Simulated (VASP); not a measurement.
# MgBe (P4mm) in VASP: a series of runs

Runs on MgBe. Level: PBE. Tasks: single point, relaxation of cell and atoms.

Everything below comes from runs of VASP 6.6.1. Logs are shortened: lines on timing, memory, paths and dates and some standing lists are left out, and cuts for length are marked.

**1. The cell of the first run**

Symmetry: P4mm, No. 99, tetragonal system. The conventional cell has a = 3.294 Å, b = 3.294 Å, c = 4.880 Å, α = 90.00°, β = 90.00°, γ = 90.00°. Within 2.4 Å of Mg (site symmetry 2mm) lie 2 Be at 1.84 Å and 4 Mg at 2.33 Å. Be (site symmetry 4mm) has 2 Be at 2.24 to 2.64 Å and 4 Mg at 2.45 Å within 3.0 Å. Be (site symmetry 4mm) has 4 Mg at 1.84 Å and 1 Be at 2.24 Å within 2.4 Å.

**2. Single point, PBE**

Input file INCAR:

```
  PREC = Accurate
  ENCUT = 520
  EDIFF = 1E-6
  ISMEAR = 0
  SIGMA = 0.1
  LREAL = False
  LASPH = True
  NELM = 80
  ALGO = Fast
  ISIF = 2
  LWAVE = False
  LCHARG = False
  GGA = PE
  NBANDS = 12
```

Input file KPOINTS:

```
Automatic mesh
0
Gamma
  6 6 4
```

Input file POSCAR:

```
MgBe
1.0
    3.2938930500      0.0000000000      0.0000000000
    0.0000000000      3.2938930500      0.0000000000
    0.0000000000      0.0000000000      4.8800825400
Mg Be
2 2
Direct
    0.5000000000      0.0000000000      0.4884392100
    0.0000000000      0.5000000000      0.4884392100
    0.5000000000      0.5000000000      0.8606379600
    0.5000000000      0.5000000000      0.3190530700
```

Potentials or basis: VASP PAW PBE potentials, release 64 (Mg, Be).

The run is started by

```sh
$ cat potpaw_PBE.64/Mg/POTCAR potpaw_PBE.64/Be/POTCAR > POTCAR
$ mpirun -np 1 vasp_std > vasp.out
```

OUTCAR:

```text
PREC = Accurate
   ENCUT = 520
   EDIFF = 1E-6
   ISMEAR = 0
   LREAL = False
   LASPH = True
   NELM = 80
   ISIF = 2
   GGA = PE

 ion  position               nearest neighbor table
   1  0.500  0.000  0.488-   4 1.84   4 1.84   2 2.33   2 2.33   2 2.33   2 2.33   3 2.45   3 2.45

   2  0.000  0.500  0.488-   4 1.84   4 1.84   1 2.33   1 2.33   1 2.33   1 2.33   3 2.45   3 2.45

   3  0.500  0.500  0.861-   4 2.24   2 2.45   1 2.45   1 2.45   2 2.45
   4  0.500  0.500  0.319-   1 1.84   2 1.84   1 1.84   2 1.84   3 2.24

  LATTYP: Found a simple tetragonal cell.
 ALAT       =     3.2938930500
 C/A-ratio  =     1.4815546425

  Lattice vectors:

 A1 = (   3.2938930500,   0.0000000000,   0.0000000000)
 A2 = (   0.0000000000,   3.2938930500,   0.0000000000)
 A3 = (   0.0000000000,   0.0000000000,   4.8800825400)

Analysis of symmetry for initial positions (statically):
=====================================================================
 Subroutine PRICEL returns:
 Original cell was already a primitive cell.

 Routine SETGRP: Setting up the symmetry group for a
 simple tetragonal supercell.

 Subroutine GETGRP returns: Found  8 space group operations
 (whereof  8 operations were pure point group operations)
 out of a pool of 16 trial point group operations.

The static configuration has the point symmetry C_4v.

Analysis of symmetry for dynamics (positions and initial velocities):
=====================================================================
 Subroutine PRICEL returns:
 Original cell was already a primitive cell.

 Routine SETGRP: Setting up the symmetry group for a
 simple tetragonal supercell.

 Subroutine GETGRP returns: Found  8 space group operations
 (whereof  8 operations were pure point group operations)
 out of a pool of 16 trial point group operations.

The dynamic configuration has the point symmetry C_4v.

 Subroutine INISYM returns: Found  8 space group operations
 (whereof  8 operations are pure point group operations),
 and found     1 'primitive' translations

----------------------------------------------------------------------------------------

                                     Primitive cell

  volume of cell :      52.9476

  direct lattice vectors                    reciprocal lattice vectors
     3.293893050  0.000000000  0.000000000     0.303592128  0.000000000  0.000000000
     0.000000000  3.293893050  0.000000000     0.000000000  0.303592128  0.000000000
     0.000000000  0.000000000  4.880082540     0.000000000  0.000000000  0.204914567

  length of vectors
[... 101 lines left out ...]
   ISMEAR =     0;   SIGMA  =   0.10  broadening in eV -4-tet -1-fermi 0-gaus
   EFERMI_NEDOS =   21; number of points for ismear=-14 and -15
   IALGO  =     68    algorithm
   IMIX   =      4    mixing-type and parameters
     AMIX     =   0.40;   BMIX     =  1.00
     AMIX_MAG =   1.60;   BMIX_MAG =  1.00
  volume/ion in A,a.u.               =      13.24        89.33
  Fermi-wavevector in a.u.,A,eV,Ry     =   0.871946  1.647738 10.344364  0.760289
  Thomas-Fermi vector in A             =   1.991125
   LORBIT       =      0    0 simple, 1 ext, 2 COOP (PROOUT), +10 PAW based schemes
   GGA     = PE    functional components
   LHFCALC =     F    Hartree Fock is set to
   AEXX    =    0.0000 exact exchange contribution
   IVDW    =     0    specifies the selected vdW correction
   LEPSILON=     F    determine dielectric tensor
   LRPA    =     F    only Hartree local field effects (RPA)
 non-spin polarized calculation
 RMM-DIIS sequential band-by-band and
 Gauss-broadening in eV      SIGMA  =   0.10
  energy-cutoff  :      520.00
  volume of cell :       52.95
 maximum number of plane-waves:      1452
   NGX = 13   NGY = 13   NGZ = 19

 number of electron       8.0000000 magnetization

 Free energy of the ion-electron system (eV)
  ---------------------------------------------------
  ext. energy  EPLUGINS =         0.00000000
  ---------------------------------------------------
  free energy    TOTEN  =         1.82703288 eV

  energy without entropy =        1.83069747  energy(sigma->0) =        1.82886518

 E-fermi :   3.9262     XC(G=0):  -9.3874

 val. band max:        3.8423821845   @ k =   0.5000   0.0000   0.0000
 cond. band min:       4.0224096162   @ k =   0.5000   0.0000   0.0000
 fundamental gap:      0.1800274317
 Fermi energy:         3.9262290751

 k-point     1 :       0.0000    0.0000    0.0000
  band No.  band energies     occupation
      1      -4.9999      2.00000
      2       0.5528      2.00000
      3       1.6599      2.00000
      4       4.9233      0.00000
      5       4.9233      0.00000
      6       6.3799      0.00000
      7       9.1405      0.00000
      8       9.1405      0.00000
      9      11.4750      0.00000
     10      13.3147      0.00000
     11      14.0903      0.00000
     12      14.1824      0.00000
[... 331 lines left out ...]
 k-point    24 :       0.5000    0.0000    0.5000
  band No.  band energies     occupation
      1      -2.2291      2.00000
      2      -0.6954      2.00000
      3       0.6402      2.00000
      4       1.6686      2.00000
      5       6.1463      0.00000
      6       7.3029      0.00000
      7       9.1109      0.00000
      8       9.6500      0.00000
      9       9.6701      0.00000
     10      11.1519      0.00000
     11      13.2183      0.00000
     12      14.0447      0.00000

 [... further k-points ...]

------------------------ aborting loop because EDIFF is reached ----------------------------------------

  FORCE on cell =-STRESS in cart. coord.  units (eV):
  Direction    XX          YY          ZZ          XY          YZ          ZX
  --------------------------------------------------------------------------------------
  -------------------------------------------------------------------------------------
  Total       28.9420924     28.9420924      5.9803188      0.0000000     -0.0000000      0.0000000
  in kB      875.7786488    875.7786488    180.9625729      0.0000000     -0.0000000      0.0000000
  external PRESSURE =     644.1732902 kB  Pullay stress =       0.0000000 kB

 VOLUME and BASIS-vectors are now :
 -----------------------------------------------------------------------------
  energy-cutoff  :      520.00
  volume of cell :       52.95
      direct lattice vectors                 reciprocal lattice vectors
     3.293893050  0.000000000  0.000000000     0.303592128  0.000000000  0.000000000
     0.000000000  3.293893050  0.000000000     0.000000000  0.303592128  0.000000000
     0.000000000  0.000000000  4.880082540     0.000000000  0.000000000  0.204914567

 POSITION                                       TOTAL-FORCE (eV/Angst)
 -----------------------------------------------------------------------------------
      1.64695      0.00000      2.38362         0.000000     -0.000000      3.874201
      0.00000      1.64695      2.38362         0.000000     -0.000000      3.874201
      1.64695      1.64695      4.19998         0.000000      0.000000      1.831487
      1.64695      1.64695      1.55701         0.000000     -0.000000     -9.579889
 -----------------------------------------------------------------------------------
    total drift:                               -0.000000     -0.000000      0.000591

  FREE ENERGIE OF THE ION-ELECTRON SYSTEM (eV)
  ---------------------------------------------------
  free  energy   TOTEN  =         1.8270328806 eV

  energy  without entropy=        1.8306974710  energy(sigma->0) =        1.82886518
```

stdout:

```text
POSCAR found type information on POSCAR MgBe
 POSCAR found :  2 types and       4 ions
 scaLAPACK will be used
 LDA part: xc-table for (Slater+PW92), standard interpolation
 POSCAR, INCAR and KPOINTS ok, starting setup
 FFT: planning ... GRIDC
 FFT: planning ... GRID_SOFT
 FFT: planning ... GRID
 WAVECAR not read
 entering main loop
```

Run time: 14 s. Hardware: 1 thread of Intel Xeon 6975P-C (Granite Rapids), shared host; peak memory 0.15 GiB.

Results:

```yaml
Free_energy: 1.8270 eV
Pressure: 64.4 GPa
Largest_force: 9.580 eV/Å
Band_gap_on_the_k_mesh: zero (band 4 reaches 5.45 eV, above the bottom of band 5 at 2.88 eV)
```

Forces on the atoms (eV/Å):
```
Mg   0.000  0.000  3.874
Mg   0.000  0.000  3.874
Be   0.000  0.000  1.831
Be   0.000  0.000 -9.580
```

Caveat: forces of over 1 eV/Å act on the atoms, so gaps and moduli don't describe the material at rest.

**3. Relaxation of cell and atoms, PBE**

Input file INCAR:

```
PREC = Accurate
ENCUT = 600
EDIFF = 1E-6
ISMEAR = 0
SIGMA = 0.1
LREAL = False
LASPH = True
NELM = 80
ALGO = Normal
ISIF = 3
LWAVE = False
LCHARG = False
GGA = PE
IBRION = 2
NSW = 90
EDIFFG = -0.04
```

KPOINTS is that of step 2.

POSCAR is that of step 2.

Potentials or basis: VASP PAW PBE potentials, release 64 (Mg, Be).

The run is started by

```sh
$ cat potpaw_PBE.64/Mg/POTCAR potpaw_PBE.64/Be/POTCAR > POTCAR
$ mpirun -np 1 vasp_std > vasp.out
```

Run time: 4.2 min. Hardware: 1 thread of Intel Xeon 6975P-C (Granite Rapids), shared host; peak memory 0.18 GiB.

It converged, with:

* Free energy: -8.2275 eV
* Relaxed volume: 22.08 Å³/atom
* Relaxed cell: a = 4.715 Å, b = 4.715 Å, c = 3.973 Å, α = 90.00°, β = 90.00°, γ = 90.00°
* Space group after relaxing (to 0.05 Å): P4/mmm (No. 123)
* Energy gained by relaxing: 2513.4 meV/atom
* Ionic steps: 25
* Pressure after relaxing: 0.0 GPa
* Largest force after relaxing: 0.016 eV/Å
* Band gap on the k mesh: zero (band 4 reaches 1.62 eV, above the bottom of band 5 at 0.92 eV)

Forces in eV/Å, atoms in the order of the input:
```
Mg   0.000  0.000  0.001
Mg   0.000  0.000  0.001
Be   0.000  0.000 -0.016
Be   0.000  0.000  0.013
```

Step by step:
| step | energy change (eV) | largest force (eV/Å) | pressure (GPa) | volume (Å³) |
| --- | --- | --- | --- | --- |
| 1 | 0.0000 | 9.5796 | 64.43 | 52.95 |
| 2 | -7.9109 | 3.1169 | -0.80 | 103.32 |
| 3 | -8.0825 | 1.6456 | 2.67 | 89.44 |
| 4 | -8.0989 | 2.1182 | 1.11 | 94.06 |
| 5 | -8.1027 | 2.0187 | 1.39 | 93.10 |
| 6 | -8.3642 | 0.8247 | -0.20 | 96.47 |
| 7 | -8.4967 | 0.2822 | -1.23 | 99.83 |
| 8 | -8.6614 | 0.1215 | -2.80 | 106.66 |
| 9 | -8.8062 | 1.0392 | -3.16 | 120.76 |
| 10 | -8.7615 | 0.2433 | -3.32 | 110.74 |
| 11 | -8.8822 | 0.1772 | -3.55 | 115.71 |
| 12 | -9.1035 | 0.9260 | -3.04 | 113.67 |
| 13 | -9.1093 | 1.1597 | -2.93 | 113.38 |
| 14 | -9.2788 | 1.1849 | -2.70 | 109.35 |
| 15 | -9.7482 | 1.3208 | -1.52 | 97.67 |
| 16 | -9.6679 | 1.0580 | 6.53 | 76.16 |
| 17 | -9.9359 | 1.5273 | 0.37 | 89.75 |
| 18 | -9.9478 | 0.5836 | 3.53 | 81.20 |
| 19 | -9.9895 | 1.1731 | 1.89 | 85.06 |
| 20 | -9.9977 | 1.1012 | 0.81 | 85.81 |
| 21 | -10.0413 | 0.0147 | 1.17 | 85.45 |
| 22 | -10.0524 | 0.0315 | 0.40 | 87.33 |
| 23 | -10.0534 | 0.0470 | 0.08 | 88.19 |
| 24 | -10.0534 | 0.0474 | 0.09 | 88.14 |
| 25 | -10.0536 | 0.0156 | 0.00 | 88.34 |

Final structure:
```
Mg Be
1.0
     4.71519    0.00000    0.00000
     0.00000    4.71519    0.00000
     0.00000    0.00000    3.97322
Mg Be
2 2
Cartesian
  2.3576 0.0000 2.1312
  0.0000 2.3576 2.1312
  2.3576 2.3576 3.1355
  2.3576 2.3576 1.1705
```

Levels at points of the mesh, in eV from the Fermi level:
| k point | band 1 | band 2 | band 3 | band 4 | band 5 | band 6 | band 7 | band 8 |
| --- | --- | --- | --- | --- | --- | --- | --- | --- |
| (0.00, 0.00, 0.00) | -6.46 | -1.12 | -1.12 | -0.29 | 0.94 | 1.64 | 3.05 | 6.24 |
| (0.50, 0.00, 0.00) | -5.63 | -3.88 | -0.70 | -0.07 | 2.36 | 2.95 | 3.05 | 4.02 |
| (0.50, 0.50, 0.00) | -4.84 | -3.15 | -3.15 | -0.73 | 0.14 | 4.96 | 4.96 | 5.12 |
| (0.00, 0.00, 0.50) | -5.18 | -3.54 | 0.35 | 0.35 | 1.78 | 2.10 | 2.10 | 3.44 |
| (0.50, 0.00, 0.50) | -4.46 | -2.89 | -2.26 | -0.67 | 0.80 | 2.49 | 3.76 | 4.29 |
| (0.50, 0.50, 0.50) | -3.84 | -2.27 | -1.44 | -1.44 | -0.07 | -0.07 | 0.58 | 3.02 |

Caveat: the volume moved by over 15 % at a fixed basis, so the end points are rough.
